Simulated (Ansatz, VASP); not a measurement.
# AlNi in VASP and in Ansatz

```xyz
2
Lattice="1.9387 -1.9532 0.0000 1.9387 1.9532 0.0000 0.0000 0.0000 3.0994" Properties=species:S:1:pos:R:3 pbc="T T T"
Ni    1.9387    0.0000    1.5497
Al    0.0000    0.0000    0.0000
```

Alike in both runs: task single point; functional PBEsol; k mesh 8 × 8 × 7; occupations fermi-dirac, width 0.05 eV; collinear spin; fixed moment 0.5 μB.

```csv
,VASP,Ansatz
version,VASP 6.6.1,Ansatz 0.2.0
potentials or method,"VASP PAW PBE potentials, release 64 (Ni_sv_GW, Al)",Ansatz PAW
plane-wave cutoff (eV),690,420
valence electrons in the cell,21,21
```

Ansatz gave:

* pressure (GPa): 1.2
* traceless stress, the component that is largest in VASP (GPa): -3.57
* net moment per atom (μB): 0.25
* size of the moment on the site where the two differ most (μB): 0.04

Task: Which values does VASP return?

Result: Pressure (GPa): 0.8; traceless stress, the component that is largest in VASP (GPa): -3.55; net moment per atom (μB): 0.25; size of the moment on the site where the two differ most (μB): 0.03.

VASP's potentials were made for PBE, not for PBEsol. Site moments also hang on the region over which each program counts them.
